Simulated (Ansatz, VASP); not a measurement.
## Two plane-wave programs on BeTe

```
Be Te
1.0
     1.81714    1.04913    2.99391
    -1.81714    1.04913    2.99391
     0.00000   -2.09826    2.99391
Be Te
1 1
Direct
  0.50000 0.50000 0.50000
  0.00000 0.00000 0.00000
```

Alike in both runs: task single point; functional PBE; k mesh 6 × 6 × 6; occupations gaussian, width 0.1 eV; no spin polarisation.

|  | VASP | Ansatz |
| --- | --- | --- |
| version | VASP 6.6.1 | Ansatz 0.2.0 |
| potentials or method | VASP PAW PBE potentials, release 64 (Be, Te), cutoff 520 eV | scalar-relativistic, plane waves, PAW |
| valence electrons in the cell | 8 | 18 |

VASP gave:

| Property | Result |
| --- | --- |
| gap on the k mesh at the Fermi level (eV) | none |
| pressure (GPa) | 10.0 |
| traceless stress, the component that is largest in VASP (GPa) | -0.84 |

Problem. What did Ansatz give for the same quantities?

Solution. gap on the k mesh at the Fermi level (eV): none; pressure (GPa): 9.8; traceless stress, the component that is largest in VASP (GPa): -0.84.

A gap of «none» marks a metal or a gap that the smearing closes. VASP's potentials hold 8 valence electrons a cell and Ansatz's 18, so a difference there can come from the potentials and not from the codes.

Spin-orbit coupling is off throughout.
